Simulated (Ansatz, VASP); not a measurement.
## One calculation of CoO, two programs

```
Co O
1.0
     2.66125    0.00000    0.00000
     0.00000    2.66125    0.00000
     0.00000    0.00000    5.32250
Co O
2 2
Cartesian
  0.0000 2.6613 5.3225
  0.0000 2.6613 2.6613
  1.3306 1.3306 1.3306
  1.3306 1.3306 3.9919
```

Alike in both runs: task single point; functional PBE; k mesh 10 × 10 × 5; occupations gaussian, width 0.02 eV; collinear spin; Hubbard terms Co d U = 3.32 eV.

|  | VASP | Ansatz |
| --- | --- | --- |
| version | VASP 6.6.1 | Ansatz 0.2.0 |
| potentials or method | VASP PAW PBE potentials, release 64 (Co, O), cutoff 520 eV | scalar-relativistic, plane waves, PAW |
| valence electrons in the cell | 30 | 46 |

```csv
,VASP,Ansatz,Ansatz less VASP
gap on the k mesh at the Fermi level (eV),1.51,1.40,-0.115
least direct gap on the mesh (eV),2.11,2.00,-0.117
pressure (GPa),-6.4,-2.9,+3.52
net moment per atom (μB),0.00,0.00,0.000
size of the moment on the site where the two differ most (μB),2.62,2.55,-0.069
```

Site moments also hang on the region over which each program counts them. The programs project onto different local orbitals, so the same U acts differently, and such runs can settle in different states. VASP's potentials hold 30 valence electrons a cell and Ansatz's 46, so a difference there can come from the potentials and not from the codes.
